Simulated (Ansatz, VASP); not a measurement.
# Two plane-wave programs on AlFe

```
Al Fe
1.0
     2.87433    0.00000    0.00000
     0.00000    2.87433    0.00000
     0.00000    0.00000    2.87433
Al Fe
1 1
Direct
  0.00000 0.00000 0.00000
  0.50000 0.50000 0.50000
```

Alike in both runs: task relaxation of cell and atoms; functional LDA; k mesh 14 × 14 × 14; occupations gaussian, width 0.1 eV; collinear spin.

```csv
,VASP,Ansatz
version,VASP 6.6.1,Ansatz 0.2.0
potentials or method,"VASP PAW LDA potentials, release 64 (Al, Fe), cutoff 600 eV","scalar-relativistic, plane waves, PAW"
valence electrons in the cell,11,19
```

|  | VASP | Ansatz | Ansatz less VASP |
| --- | --- | --- | --- |
| gap on the k mesh at the Fermi level, each at its own relaxed structure (eV) | none | none | - |
| net moment per atom (μB) | 0.30 | 0.31 | +0.011 |
| size of the moment on the site where the two differ most (μB) | 0.61 | 0.63 | +0.017 |
| relaxed volume (Å³/atom) | 11.18 | 11.16 | -0.019 |
| relaxed length of the cell vector where the two differ most in proportion (Å) | 2.817 | 2.816 | -0.0016 |

LDA's correlation is that of Perdew and Zunger in VASP and of Perdew and Wang (1992) in Ansatz. Site moments also hang on the region over which each program counts them. A gap of «none» marks a metal or a gap that the smearing closes. VASP's potentials hold 11 valence electrons a cell and Ansatz's 19, so a difference there can come from the potentials and not from the codes.
